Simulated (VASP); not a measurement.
# MgTe (P6_3mc) in VASP: single point with PBE0

Aim: the single point of MgTe with PBE0.

Program: VASP 6.6.1. These are calculated values, not measurements. Logs are shortened: lines on timing, memory, paths and dates and some standing lists are left out, and cuts for length are marked.

## 1. The cell of the first run

The structure is hexagonal, space group P6_3mc (No. 186). Conventional cell: a = 4.578 Å, b = 4.578 Å, c = 7.455 Å, α = 90.00°, β = 90.00°, γ = 120.00°. Mg (site symmetry 3m) has 4 Te at 2.80 Å within 3.7 Å. Within 3.7 Å of Te (site symmetry 3m) lie 4 Mg at 2.80 Å.

## 2. Single point, PBE0

Input file POSCAR:

```
MgTe
1.0
    4.5776356459      0.0000000000      0.0000000000
   -2.2888178230      3.9643487586      0.0000000000
    0.0000000000      0.0000000000      7.4550892595
Mg Te
2 2
Direct
    0.3333333333      0.6666666667     -0.0006080519
    0.6666666667      0.3333333333      0.4993919481
    0.3333333333      0.6666666667      0.3756080519
    0.6666666667      0.3333333333      0.8756080519
```

Input file INCAR.step1:

```
SYSTEM = MgTe
  ALGO = Normal
  EDIFF = 1E-5
  ENCUT = 520
  GGA = PE
  GGA_COMPAT = .FALSE.
  ISIF = 2
  ISMEAR = 0
  LASPH = .TRUE.
  LCHARG = .FALSE.
  LREAL = .FALSE.
  LWAVE = .TRUE.
  NBANDS = 16
  NELM = 120
  PREC = Accurate
  SIGMA = 0.01
```

Input file INCAR.step2:

```
SYSTEM = MgTe
  AEXX = 0.25
  ALGO = Normal
  EDIFF = 1E-6
  ENCUT = 520
  GGA = PE
  GGA_COMPAT = .FALSE.
  ISIF = 2
  ISMEAR = 0
  ISTART = 1
  LASPH = .TRUE.
  LCHARG = .FALSE.
  LHFCALC = .TRUE.
  LREAL = .FALSE.
  LWAVE = .FALSE.
  NBANDS = 16
  NELM = 120
  PREC = Accurate
  PRECFOCK = Normal
  SIGMA = 0.01
```

Input file KPOINTS:

```
k-points
0
G
  6 6 2
  0 0 0
```

Potentials or basis: VASP PAW PBE potentials, release 64 (Mg, Te).

Command:

```bash
$ cat potpaw_PBE.64/Mg/POTCAR potpaw_PBE.64/Te/POTCAR > POTCAR
$ cp INCAR.step1 INCAR
$ mpirun -np 1 vasp_std > vasp.out
$ cp INCAR.step2 INCAR
$ mpirun -np 1 vasp_std > vasp.out
```

OUTCAR:

```text
SYSTEM = MgTe
   AEXX = 0.25
   EDIFF = 1E-6
   ENCUT = 520
   GGA = PE
   ISIF = 2
   ISMEAR = 0
   ISTART = 1
   LASPH = .TRUE.
   LHFCALC = .TRUE.
   LREAL = .FALSE.
   NELM = 120
   PREC = Accurate
   PRECFOCK = Normal

 ion  position               nearest neighbor table
   1  0.333  0.667  0.999-   4 2.80   4 2.80   4 2.80   3 2.80
   2  0.667  0.333  0.499-   3 2.80   3 2.80   3 2.80   4 2.80
   3  0.333  0.667  0.376-   2 2.80   2 2.80   2 2.80   1 2.80
   4  0.667  0.333  0.876-   1 2.80   1 2.80   1 2.80   2 2.80

  LATTYP: Found a hexagonal cell.
 ALAT       =     4.5776356459
 C/A-ratio  =     1.6285894807

  Lattice vectors:

 A1 = (   4.5776356459,   0.0000000000,   0.0000000000)
 A2 = (  -2.2888178230,   3.9643487586,   0.0000000000)
 A3 = (   0.0000000000,   0.0000000000,   7.4550892595)

Analysis of symmetry for initial positions (statically):
=====================================================================
 Subroutine PRICEL returns:
 Original cell was already a primitive cell.

 Routine SETGRP: Setting up the symmetry group for a
 hexagonal supercell.

 Subroutine GETGRP returns: Found 12 space group operations
 (whereof  6 operations were pure point group operations)
 out of a pool of 24 trial point group operations.

The static configuration has the point symmetry C_3v.
 The point group associated with its full space group is C_6v.

Analysis of symmetry for dynamics (positions and initial velocities):
=====================================================================
 Subroutine PRICEL returns:
 Original cell was already a primitive cell.

 Routine SETGRP: Setting up the symmetry group for a
 hexagonal supercell.

 Subroutine GETGRP returns: Found 12 space group operations
 (whereof  6 operations were pure point group operations)
 out of a pool of 24 trial point group operations.

The dynamic configuration has the point symmetry C_3v.
 The point group associated with its full space group is C_6v.

 Subroutine INISYM returns: Found 12 space group operations
 (whereof  6 operations are pure point group operations),
 and found     1 'primitive' translations

----------------------------------------------------------------------------------------

                                     Primitive cell

  volume of cell :     135.2901

  direct lattice vectors                    reciprocal lattice vectors
     4.577635646  0.000000000  0.000000000     0.218453385  0.126124120  0.000000000
    -2.288817823  3.964348759  0.000000000     0.000000000  0.252248241  0.000000000
     0.000000000  0.000000000  7.455089260     0.000000000  0.000000000  0.134136556

  length of vectors
     4.577635646  4.577635646  7.455089260     0.252248241  0.252248241  0.134136556

  position of ions in fractional coordinates (direct lattice)
     0.333333333  0.666666667  0.999391948
     0.666666667  0.333333333  0.499391948
     0.333333333  0.666666667  0.375608052
     0.666666667  0.333333333  0.875608052

  ion indices of the primitive-cell ions
   primitive index   ion index
                 1           1
                 2           2
                 3           3
                 4           4

----------------------------------------------------------------------------------------

 KPOINTS: k-points

Automatic generation of k-mesh.
 Grid dimensions read from file:
 generate k-points for:    6    6    2

 Generating k-lattice:

  Cartesian coordinates                     Fractional coordinates (reciprocal lattice)
     0.036408897  0.021020687  0.000000000     0.166666667  0.000000000  0.000000000
     0.000000000  0.042041373  0.000000000     0.000000000  0.166666667  0.000000000
     0.000000000  0.000000000  0.067068278     0.000000000  0.000000000  0.500000000

  Length of vectors
     0.042041373  0.042041373  0.067068278

  Shift w.r.t. Gamma in fractional coordinates (k-lattice)
     0.000000000  0.000000000  0.000000000

 Subroutine IBZKPT returns following result:
 ===========================================

 Found     14 irreducible k-points:

 Following reciprocal coordinates:
            Coordinates               Weight
  0.000000  0.000000  0.000000      1.000000
  0.166667 -0.000000  0.000000      6.000000
  0.333333 -0.000000  0.000000      6.000000
  0.500000 -0.000000  0.000000      3.000000
  0.166667  0.166667  0.000000      6.000000
  0.333333  0.166667  0.000000     12.000000
  0.333333  0.333333  0.000000      2.000000
  0.000000  0.000000  0.500000      1.000000
  0.166667 -0.000000  0.500000      6.000000
  0.333333 -0.000000  0.500000      6.000000
  0.500000 -0.000000  0.500000      3.000000
  0.166667  0.166667  0.500000      6.000000
  0.333333  0.166667  0.500000     12.000000
  0.333333  0.333333  0.500000      2.000000
   k-points           NKPTS =     14   k-points in BZ     NKDIM =     72   number of bands    NBANDS=     16
   number of dos      NEDOS =    301   number of ions     NIONS =      4
   total plane-waves  NPLWV =  72576
   dimension x,y,z NGX =    36 NGY =   36 NGZ =   56
   dimension x,y,z NGXF=    72 NGYF=   72 NGZF=  112
   ions per type =               2   2
   NGX,Y,Z   is equivalent  to a cutoff of  13.07, 13.07, 12.49 a.u.
   NGXF,Y,Z  is equivalent  to a cutoff of  26.15, 26.15, 24.98 a.u.
 SYSTEM =  MgTe
   PREC   = accura    normal or accurate (medium, high low for compatibility)
   ISTART =      1    job   : 0-new  1-cont  2-samecut
   ICHARG =      0    charge: 1-file 2-atom 10-const
   ISPIN  =      1    spin polarized calculation?
   LNONCOLLINEAR =      F non collinear calculations
   LSORBIT =      F    spin-orbit coupling
   LASPH  =      T    aspherical Exc in radial PAW
   ENCUT  =  520.0 eV  38.22 Ry    6.18 a.u.   8.51  8.51 13.86*2*pi/ulx,y,z
   NELM   =    120;   NELMIN=  2; NELMDL=  0     # of ELM steps
   EDIFF  = 0.1E-05   stopping-criterion for ELM
   LREAL  =      F    real-space projection
   EDIFFG = 0.1E-04   stopping-criterion for IOM
   NSW    =      0    number of steps for IOM
   IBRION =     -1    ionic relax: 0-MD 1-quasi-New 2-CG
   NFREE  =      0    steps in history (QN), initial steepest desc. (CG)
   ISIF   =      2    stress and relaxation
   ISYM   =      3    0-nonsym 1-usesym 2-fastsym
   POTIM  = 0.5000    time-step for ionic-motion
   TEBEG  =    0.0;   TEEND  =   0.0 temperature during run
   PSTRESS=    0.0 pullay stress
   NELECT =      16.0000    total number of electrons
   NUPDOWN=      -1.0000    fix difference up-down
   EMIN   =  10.00;   EMAX   =-10.00  energy-range for DOS
   EFERMI =   0.00;   METHOD = LEGACY
   ISMEAR =     0;   SIGMA  =   0.01  broadening in eV -4-tet -1-fermi 0-gaus
   EFERMI_NEDOS =   21; number of points for ismear=-14 and -15
   IALGO  =     38    algorithm
   IMIX   =      1    mixing-type and parameters
     AMIX     =   0.40;   BMIX     =  1.00
     AMIX_MAG =   1.60;   BMIX_MAG =  1.00
  volume/ion in A,a.u.               =      33.82       228.25
  Fermi-wavevector in a.u.,A,eV,Ry     =   0.803575  1.518536  8.785718  0.645732
  Thomas-Fermi vector in A             =   1.911468
   LORBIT       =      0    0 simple, 1 ext, 2 COOP (PROOUT), +10 PAW based schemes
   GGA     = PE    functional components
   LHFCALC =     T    Hartree Fock is set to
   PRECFOCK=normal    Normal, Fast or Accurate (Low or Medium for compatibility)
   ENCUT4O =  -1.0   cutoff for four orbital integrals eV
   NKREDX  =     1    reduce k-point grid by
   NKREDY  =     1    reduce k-point grid by
   NKREDZ  =     1    reduce k-point grid by
   AEXX    =    0.2500 exact exchange contribution
   HFSCREEN=    0.0000 screening length (either q_TF or 0.3 A-1)
   HFSCREENC=   0.0000 screening length for correlation (either q_TF or 0.3 A-1)
   ENCUTFOCK=  -1.0 apply spherical cutoff to Coloumb kernel
   IVDW    =     0    specifies the selected vdW correction
   LEPSILON=     F    determine dielectric tensor
   LRPA    =     F    only Hartree local field effects (RPA)
 non-spin polarized calculation
 Gauss-broadening in eV      SIGMA  =   0.01
  energy-cutoff  :      520.00
  volume of cell :      135.29
 maximum number of plane-waves:      3670
 NGX is ok and might be reduce to    36
  NGX = 28; NGY = 28; NGZ = 42

 number of electron      16.0000001 magnetization

 Free energy of the ion-electron system (eV)
  ---------------------------------------------------
  ext. energy  EPLUGINS =         0.00000000
  ---------------------------------------------------
  free energy    TOTEN  =       -16.19781368 eV

  energy without entropy =      -16.19781368  energy(sigma->0) =      -16.19781368

 E-fermi :   1.0640     XC(G=0):  -6.2153

 val. band max:        0.9700555922   @ k =   0.0000   0.0000   0.0000
 cond. band min:       4.8311592976   @ k =   0.0000   0.0000   0.0000
 fundamental gap:      3.8611037054
 Fermi energy:         1.0639999066

 k-point     1 :       0.0000    0.0000    0.0000
  band No.  band energies     occupation
      1     -10.2332      2.00000
      2      -9.5501      2.00000
      3      -2.6164      2.00000
      4       0.4342      2.00000
      5       0.4342      2.00000
      6       0.9546      2.00000
[... 8 lines left out ...]
     15       8.8922      0.00000
     16       9.8843      0.00000

 k-point     2 :       0.1667   -0.0000    0.0000
  band No.  band energies     occupation
      1     -10.1024      2.00000
      2      -9.4787      2.00000
      3      -2.4239      2.00000
      4      -0.4764      2.00000
      5      -0.0175      2.00000
      6       0.1832      2.00000
[... 8 lines left out ...]
     15       8.9188      0.00000
     16       9.4553      0.00000

 k-point     3 :       0.3333   -0.0000    0.0000
  band No.  band energies     occupation
      1      -9.7880      2.00000
      2      -9.3529      2.00000
      3      -2.1234      2.00000
      4      -1.5456      2.00000
      5      -1.2762      2.00000
      6      -0.2113      2.00000
[... 8 lines left out ...]
     15       9.6191      0.00000
     16      10.6171      0.00000
[... 172 lines left out ...]
 k-point    13 :       0.3333    0.1667    0.5000
  band No.  band energies     occupation
      1      -9.4509      2.00000
      2      -9.4509      2.00000
      3      -2.3209      2.00000
      4      -2.3209      2.00000
      5      -0.5951      2.00000
      6      -0.5951      2.00000
[... 8 lines left out ...]
     15      10.1187      0.00000
     16      10.1187      0.00000

 k-point    14 :       0.3333    0.3333    0.5000
  band No.  band energies     occupation
      1      -9.3843      2.00000
      2      -9.3843      2.00000
      3      -2.2766      2.00000
      4      -2.2766      2.00000
      5      -1.1470      2.00000
      6      -1.1470      2.00000
[... 8 lines left out ...]
     15       9.9959      0.00000
     16       9.9959      0.00000

------------------------ aborting loop because EDIFF is reached ----------------------------------------

  FORCE on cell =-STRESS in cart. coord.  units (eV):
  Direction    XX          YY          ZZ          XY          YZ          ZX
  --------------------------------------------------------------------------------------
  -------------------------------------------------------------------------------------
  Total       -0.2511274     -0.2511274     -0.2618983      0.0000000      0.0000000      0.0000000
  in kB       -2.9739854     -2.9739854     -3.1015396      0.0000000      0.0000000      0.0000000
  external PRESSURE =      -3.0165034 kB  Pullay stress =       0.0000000 kB

 VOLUME and BASIS-vectors are now :
 -----------------------------------------------------------------------------
  energy-cutoff  :      520.00
  volume of cell :      135.29
      direct lattice vectors                 reciprocal lattice vectors
     4.577635646  0.000000000  0.000000000     0.218453385  0.126124120  0.000000000
    -2.288817823  3.964348759  0.000000000     0.000000000  0.252248241  0.000000000
     0.000000000  0.000000000  7.455089260     0.000000000  0.000000000  0.134136556

 POSITION                                       TOTAL-FORCE (eV/Angst)
 -----------------------------------------------------------------------------------
     -0.00000      2.64290      7.45056         0.000000     -0.000000     -0.001520
      2.28882      1.32145      3.72301         0.000000     -0.000000     -0.001520
     -0.00000      2.64290      2.80019        -0.000000      0.000000      0.001520
      2.28882      1.32145      6.52774         0.000000     -0.000000      0.001520
 -----------------------------------------------------------------------------------
    total drift:                               -0.000000     -0.000000      0.000639

  FREE ENERGIE OF THE ION-ELECTRON SYSTEM (eV)
  ---------------------------------------------------
  free  energy   TOTEN  =       -16.1978136776 eV

  energy  without entropy=      -16.1978136776  energy(sigma->0) =      -16.19781368
```

It took 15 min on 1 thread of Intel Xeon 6975P-C (Granite Rapids), shared host; peak memory 0.3 GiB.

Results:

- Free energy: -16.1978 eV
- Pressure: -0.3 GPa
- Band gap on the k mesh: 3.86 eV

Levels at points of the mesh, in eV from the valence-band top:
```
           k point  band 6  band 7  band 8  band 9  band 10  band 11
(0.00, 0.00, 0.00)   -0.02    0.00    0.00    3.86     4.44     6.89
(0.50, 0.00, 0.00)   -1.35   -1.08   -0.49    4.62     5.37     5.76
(0.00, 0.00, 0.50)   -0.28   -0.28   -0.28    4.94     4.94     7.15
(0.50, 0.00, 0.50)   -0.98   -0.97   -0.97    4.67     4.67     5.80
```

Caveat: the k points lie up to 0.42 Å⁻¹ apart; the PAW data sets were made with another functional, which shifts forces and pressure a little; spin-orbit coupling is left out, which moves the levels of the heavy elements.
